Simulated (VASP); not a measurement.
AlSn:

```
CELL_PARAMETERS angstrom
4.19811 0.00000 0.00000
-2.09905 3.63567 0.00000
0.00000 0.00000 3.30685
ATOMIC_POSITIONS crystal
Sn 0.33333 0.66667 0.50000
Al 0.00000 0.00000 0.00000
```

```yaml
Program: VASP 6.6.1
Task: relaxation of cell and atoms
Functional: revPBE
Dispersion: D4
Potentials_or_basis: VASP PAW PBE potentials, release 64 (Sn_d, Al)
Cutoff: 600 eV
k_mesh: 7 × 7 × 8
Occupations: fermi-dirac, width 0.05 eV
Spin: no spin polarisation
```

At the start: pressure -2.2 GPa; volume 25.24 Å³/atom.

How do energy, volume and symmetry change on relaxing?

Over 5 steps the energy falls by 8.5 meV/atom and the volume is 24.12 Å³/atom (-4.4 %); space group P-6m2 (No. 187, to 0.05 Å).

The path:
| step | energy change (eV) | largest force (eV/Å) | pressure (GPa) | volume (Å³) |
| --- | --- | --- | --- | --- |
| 1 | 0.0000 | 0.0000 | -2.22 | 50.47 |
| 2 | -0.0158 | 0.0000 | 0.42 | 47.96 |
| 3 | -0.0162 | 0.0000 | 0.06 | 48.27 |
| 4 | -0.0169 | 0.0000 | 0.02 | 48.24 |
| 5 | -0.0169 | 0.0000 | 0.00 | 48.23 |

Final structure:
```cif
data_structure
_symmetry_space_group_name_H-M 'P 1'
_symmetry_Int_Tables_number 1
_cell_length_a 4.1183
_cell_length_b 4.1183
_cell_length_c 3.2839
_cell_angle_alpha 90.000
_cell_angle_beta 90.000
_cell_angle_gamma 120.000
_cell_volume 48.23
loop_
_atom_site_label
_atom_site_type_symbol
_atom_site_fract_x
_atom_site_fract_y
_atom_site_fract_z
_atom_site_occupancy
Sn1 Sn 0.33333 0.66667 0.50000 1
Al1 Al 0.00000 0.00000 0.00000 1
```

Caveat: the PAW data sets were made with another functional, which shifts forces and pressure a little; pairwise dispersion overbinds metals, which lowers pressure and volume.
